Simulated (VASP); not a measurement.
# Hg (Pm-3m) in VASP: further runs

The runs below take Hg through single point, with PBEsol.

Program: VASP 6.6.1. These are calculated values, not measurements. Logs are shortened: lines on timing, memory, paths and dates and some standing lists are left out, and cuts for length are marked.

## (1) The cell of the first run

The structure is cubic, space group Pm-3m (No. 221). The conventional cell has a = 2.823 Å, b = 2.823 Å, c = 2.823 Å, α = 90.00°, β = 90.00°, γ = 90.00°. Within 3.7 Å of Hg (site symmetry m-3m) lie 6 Hg at 2.82 Å.

## (2) Single point, PBEsol (22.50 Å³/atom)

File INCAR:

```
ALGO = Normal ; EDIFF = 1E-6
ENCUT = 520 ; GGA = PS
ISIF = 2 ; ISMEAR = -1
LASPH = True ; LCHARG = False
LREAL = False ; LWAVE = False
NBANDS = 12 ; NELM = 100
PREC = Accurate ; SIGMA = 0.1
```

File KPOINTS:

```
k-points
0
Gamma
  12 12 12
```

File POSCAR:

```
Hg
1.0
    2.8232150627      0.0000000000      0.0000000000
    0.0000000000      2.8232150627      0.0000000000
    0.0000000000      0.0000000000      2.8232150627
Hg
1
Direct
    0.0000000000      0.0000000000      0.0000000000
```

Potentials or basis: VASP PAW PBE potentials, release 64 (Hg).

Launch:

```bash
cat potpaw_PBE.64/Hg/POTCAR > POTCAR
mpirun -np 1 vasp_std > vasp.out
```

OUTCAR:

```text
EDIFF = 1E-6
   ENCUT = 520
   GGA = PS
   ISIF = 2
   ISMEAR = -1
   LASPH = True
   LREAL = False
   NELM = 100
   PREC = Accurate

 ion  position               nearest neighbor table
   1  0.000  0.000  0.000-

  LATTYP: Found a simple cubic cell.
 ALAT       =     2.8232150627

  Lattice vectors:

 A1 = (   2.8232150627,   0.0000000000,   0.0000000000)
 A2 = (   0.0000000000,   2.8232150627,   0.0000000000)
 A3 = (   0.0000000000,   0.0000000000,   2.8232150627)

Analysis of symmetry for initial positions (statically):
=====================================================================
 Subroutine PRICEL returns:
 Original cell was already a primitive cell.

 Routine SETGRP: Setting up the symmetry group for a
 simple cubic supercell.

 Subroutine GETGRP returns: Found 48 space group operations
 (whereof 48 operations were pure point group operations)
 out of a pool of 48 trial point group operations.

The static configuration has the point symmetry O_h .

Analysis of symmetry for dynamics (positions and initial velocities):
=====================================================================
 Subroutine PRICEL returns:
 Original cell was already a primitive cell.

 Routine SETGRP: Setting up the symmetry group for a
 simple cubic supercell.

 Subroutine GETGRP returns: Found 48 space group operations
 (whereof 48 operations were pure point group operations)
 out of a pool of 48 trial point group operations.

The dynamic configuration has the point symmetry O_h .

 Subroutine INISYM returns: Found 48 space group operations
 (whereof 48 operations are pure point group operations),
 and found     1 'primitive' translations

----------------------------------------------------------------------------------------

                                     Primitive cell

  volume of cell :      22.5026

  direct lattice vectors                    reciprocal lattice vectors
     2.823215063  0.000000000  0.000000000     0.354206101  0.000000000  0.000000000
     0.000000000  2.823215063  0.000000000     0.000000000  0.354206101  0.000000000
     0.000000000  0.000000000  2.823215063     0.000000000  0.000000000  0.354206101

  length of vectors
     2.823215063  2.823215063  2.823215063     0.354206101  0.354206101  0.354206101

  position of ions in fractional coordinates (direct lattice)
     0.000000000  0.000000000  0.000000000

  ion indices of the primitive-cell ions
   primitive index   ion index
                 1           1

----------------------------------------------------------------------------------------

 KPOINTS: k-points

Automatic generation of k-mesh.
 Grid dimensions read from file:
 generate k-points for:   12   12   12

 Generating k-lattice:

  Cartesian coordinates                     Fractional coordinates (reciprocal lattice)
     0.029517175  0.000000000  0.000000000     0.083333333  0.000000000  0.000000000
     0.000000000  0.029517175  0.000000000     0.000000000  0.083333333  0.000000000
     0.000000000  0.000000000  0.029517175     0.000000000  0.000000000  0.083333333

  Length of vectors
     0.029517175  0.029517175  0.029517175

  Shift w.r.t. Gamma in fractional coordinates (k-lattice)
     0.000000000  0.000000000  0.000000000

 Subroutine IBZKPT returns following result:
 ===========================================

 Found     84 irreducible k-points:

 Following reciprocal coordinates:
            Coordinates               Weight
  0.000000  0.000000  0.000000      1.000000
  0.083333  0.000000  0.000000      6.000000
  0.166667  0.000000  0.000000      6.000000
  0.250000  0.000000  0.000000      6.000000
  0.333333  0.000000  0.000000      6.000000
  0.416667  0.000000  0.000000      6.000000
[... 16 lines left out ...]
  0.333333  0.333333  0.000000     12.000000
  0.416667  0.333333  0.000000     24.000000
 [... further k-points ...]
   k-points           NKPTS =     84   k-points in BZ     NKDIM =     84   number of bands    NBANDS=     12
   number of dos      NEDOS =    301   number of ions     NIONS =      1
   total plane-waves  NPLWV =  13824
   dimension x,y,z NGX =    24 NGY =   24 NGZ =   24
   dimension x,y,z NGXF=    48 NGYF=   48 NGZF=   48
   ions per type =               1
   NGX,Y,Z   is equivalent  to a cutoff of  14.13, 14.13, 14.13 a.u.
   NGXF,Y,Z  is equivalent  to a cutoff of  28.26, 28.26, 28.26 a.u.
 SYSTEM =  unknown system
   PREC   = accura    normal or accurate (medium, high low for compatibility)
   ISTART =      0    job   : 0-new  1-cont  2-samecut
   ICHARG =      2    charge: 1-file 2-atom 10-const
   ISPIN  =      1    spin polarized calculation?
   LNONCOLLINEAR =      F non collinear calculations
   LSORBIT =      F    spin-orbit coupling
   LASPH  =      T    aspherical Exc in radial PAW
   ENCUT  =  520.0 eV  38.22 Ry    6.18 a.u.   5.25  5.25  5.25*2*pi/ulx,y,z
   NELM   =    100;   NELMIN=  2; NELMDL= -5     # of ELM steps
   EDIFF  = 0.1E-05   stopping-criterion for ELM
   LREAL  =      F    real-space projection
   EDIFFG = 0.1E-04   stopping-criterion for IOM
   NSW    =      0    number of steps for IOM
   IBRION =     -1    ionic relax: 0-MD 1-quasi-New 2-CG
   NFREE  =      0    steps in history (QN), initial steepest desc. (CG)
   ISIF   =      2    stress and relaxation
   ISYM   =      2    0-nonsym 1-usesym 2-fastsym
   POTIM  = 0.5000    time-step for ionic-motion
   TEBEG  =    0.0;   TEEND  =   0.0 temperature during run
   PSTRESS=    0.0 pullay stress
   NELECT =      12.0000    total number of electrons
   NUPDOWN=      -1.0000    fix difference up-down
   EMIN   =  10.00;   EMAX   =-10.00  energy-range for DOS
   EFERMI =   0.00;   METHOD = LEGACY
   ISMEAR =    -1;   SIGMA  =   0.10  broadening in eV -4-tet -1-fermi 0-gaus
   EFERMI_NEDOS =   21; number of points for ismear=-14 and -15
   IALGO  =     38    algorithm
   IMIX   =      4    mixing-type and parameters
     AMIX     =   0.40;   BMIX     =  1.00
     AMIX_MAG =   1.60;   BMIX_MAG =  1.00
  volume/ion in A,a.u.               =      22.50       151.85
  Fermi-wavevector in a.u.,A,eV,Ry     =   1.327572  2.508747 23.979538  1.762446
  Thomas-Fermi vector in A             =   2.456874
   LORBIT       =      0    0 simple, 1 ext, 2 COOP (PROOUT), +10 PAW based schemes
   GGA     = PS    functional components
   LHFCALC =     F    Hartree Fock is set to
   AEXX    =    0.0000 exact exchange contribution
   IVDW    =     0    specifies the selected vdW correction
   LEPSILON=     F    determine dielectric tensor
   LRPA    =     F    only Hartree local field effects (RPA)
 non-spin polarized calculation
  energy-cutoff  :      520.00
  volume of cell :       22.50
 maximum number of plane-waves:       624
 NGX is ok and might be reduce to    24
   NGX = 11   NGY = 11   NGZ = 11

 number of electron      11.9999999 magnetization

 Free energy of the ion-electron system (eV)
  ---------------------------------------------------
  ext. energy  EPLUGINS =         0.00000000
  ---------------------------------------------------
  free energy    TOTEN  =        -0.47171100 eV

  energy without entropy =       -0.46062891  energy(sigma->0) =       -0.46616995

 E-fermi :   3.1272     XC(G=0): -11.2187

 val. band max:        3.0898295927   @ k =   0.4167   0.0833   0.0833
 cond. band min:       3.1448479942   @ k =   0.5000   0.2500   0.1667
 fundamental gap:      0.0550184015
 Fermi energy:         3.1272368682

 k-point     1 :       0.0000    0.0000    0.0000
  band No.  band energies     occupation
      1      -6.7119      2.00000
      2      -5.8731      2.00000
      3      -5.8731      2.00000
      4      -2.8834      2.00000
      5      -2.8834      2.00000
      6      -2.8834      2.00000
      7      14.0970      0.00000
      8      14.0970      0.00000
      9      14.0970      0.00000
     10      18.1609      0.00000
     11      20.1621      0.00000
     12      20.1621      0.00000

 k-point     2 :       0.0833    0.0000    0.0000
  band No.  band energies     occupation
      1      -6.5654      2.00000
      2      -5.8559      2.00000
      3      -5.7602      2.00000
      4      -2.9543      2.00000
      5      -2.9543      2.00000
      6      -2.8775      2.00000
      7      12.6366      0.00000
      8      14.3240      0.00000
      9      14.3240      0.00000
     10      18.7419      0.00000
     11      20.0117      0.00000
     12      21.2661      0.00000

 k-point     3 :       0.1667    0.0000    0.0000
  band No.  band energies     occupation
      1      -6.2434      2.00000
      2      -5.8087      2.00000
      3      -5.3217      2.00000
      4      -3.1427      2.00000
      5      -3.1427      2.00000
      6      -2.8615      2.00000
      7      10.1314      0.00000
      8      14.9722      0.00000
      9      14.9722      0.00000
     10      19.0609      0.00000
     11      19.6023      0.00000
     12      24.1020      0.00000

 k-point     4 :       0.2500    0.0000    0.0000
  band No.  band energies     occupation
      1      -5.9551      2.00000
      2      -5.7432      2.00000
      3      -4.4009      2.00000
      4      -3.3884      2.00000
      5      -3.3884      2.00000
      6      -2.8394      2.00000
      7       7.5662      0.00000
      8      15.9522      0.00000
      9      15.9522      0.00000
     10      19.0516      0.00000
     11      19.2185      0.00000
     12      27.1797      0.00000

 k-point     5 :       0.3333    0.0000    0.0000
  band No.  band energies     occupation
      1      -5.7327      2.00000
      2      -5.6768      2.00000
      3      -3.6226      2.00000
      4      -3.6226      2.00000
      5      -3.0480      2.00000
      6      -2.8172      2.00000
      7       5.0972      0.00000
      8      17.1267      0.00000
      9      17.1267      0.00000
     10      18.5165      0.00000
     11      19.3170      0.00000
     12      25.8389      0.00000
[... 228 lines left out ...]
      1      -5.4419      2.00000
      2      -4.8340      2.00000
      3      -3.9827      2.00000
      4      -3.7103      2.00000
      5      -3.2678      2.00000
      6      -0.3429      2.00000
      7       4.0629      0.00017
      8      11.2810      0.00000
      9      15.2377      0.00000
     10      19.8863      0.00000
     11      20.4396      0.00000
     12      23.9741      0.00000

 k-point    22 :       0.5000    0.2500    0.0000
  band No.  band energies     occupation
      1      -5.4145      2.00000
      2      -4.8884      2.00000
      3      -3.9435      2.00000
      4      -3.7671      2.00000
      5      -3.2596      2.00000
      6       1.1993      2.00000
      7       2.2938      1.99952
      8      12.0303      0.00000
      9      14.2724      0.00000
     10      19.8307      0.00000
     11      21.2196      0.00000
     12      23.7887      0.00000

 k-point    23 :       0.3333    0.3333    0.0000
  band No.  band energies     occupation
      1      -5.4245      2.00000
      2      -4.9870      2.00000
      3      -3.5352      2.00000
      4      -3.4927      2.00000
      5      -3.4697      2.00000
      6      -1.0593      2.00000
      7       6.6429      0.00000
      8       8.3636      0.00000
      9      15.0713      0.00000
     10      20.3917      0.00000
     11      20.4192      0.00000
     12      23.5121      0.00000

 k-point    24 :       0.4167    0.3333    0.0000
  band No.  band energies     occupation
      1      -5.3557      2.00000
      2      -5.1997      2.00000
      3      -3.6715      2.00000
      4      -3.4864      2.00000
      5      -3.1159      2.00000
      6       0.4249      2.00000
      7       4.8094      0.00000
      8       8.8305      0.00000
      9      13.4361      0.00000
     10      20.6481      0.00000
     11      21.7988      0.00000
     12      23.0324      0.00000

 [... further k-points ...]

------------------------ aborting loop because EDIFF is reached ----------------------------------------

  FORCE on cell =-STRESS in cart. coord.  units (eV):
  Direction    XX          YY          ZZ          XY          YZ          ZX
  --------------------------------------------------------------------------------------
  -------------------------------------------------------------------------------------
  Total        1.2707081      1.2707081      1.2707081      0.0000000      0.0000000     -0.0000000
  in kB       90.4741435     90.4741435     90.4741435      0.0000000      0.0000000     -0.0000000
  external PRESSURE =      90.4741435 kB  Pullay stress =       0.0000000 kB

 VOLUME and BASIS-vectors are now :
 -----------------------------------------------------------------------------
  energy-cutoff  :      520.00
  volume of cell :       22.50
      direct lattice vectors                 reciprocal lattice vectors
     2.823215063  0.000000000  0.000000000     0.354206101  0.000000000  0.000000000
     0.000000000  2.823215063  0.000000000     0.000000000  0.354206101  0.000000000
     0.000000000  0.000000000  2.823215063     0.000000000  0.000000000  0.354206101

 POSITION                                       TOTAL-FORCE (eV/Angst)
 -----------------------------------------------------------------------------------
      0.00000      0.00000      0.00000         0.000000      0.000000      0.000000
 -----------------------------------------------------------------------------------
    total drift:                                0.000000      0.000000      0.000000

  FREE ENERGIE OF THE ION-ELECTRON SYSTEM (eV)
  ---------------------------------------------------
  free  energy   TOTEN  =        -0.4717109971 eV

  energy  without entropy=       -0.4606289066  energy(sigma->0) =       -0.46616995
```

It took 12 s on 1 thread of Intel Xeon Platinum 8259CL at 2.50GHz (Skylake/Cascade Lake), shared host; peak memory 0.15 GiB.

What came out:

```yaml
Free_energy: -0.4717 eV
Pressure: 9.0 GPa
Band_gap_on_the_k_mesh: zero (bands 6 and 7 overlap by 7.62 eV)
```

Levels at points of the mesh, in eV from the Fermi level:
```csv
k point,band 4,band 5,band 6,band 7,band 8,band 9
"(0.00, 0.00, 0.00)",-6.01,-6.01,-6.01,10.97,10.97,10.97
"(0.50, 0.00, 0.00)",-6.97,-5.92,-2.64,-2.42,14.87,15.67
"(0.50, 0.50, 0.00)",-6.81,-5.18,1.19,1.19,1.77,7.87
"(0.50, 0.50, 0.50)",-5.11,-5.11,5.21,5.21,5.21,6.87
```

Caveat: the cell stands under pressure; the PAW data sets were made with another functional, which shifts forces and pressure a little; spin-orbit coupling is left out, which moves the levels of the heavy elements.

[end of part 1 of 2]
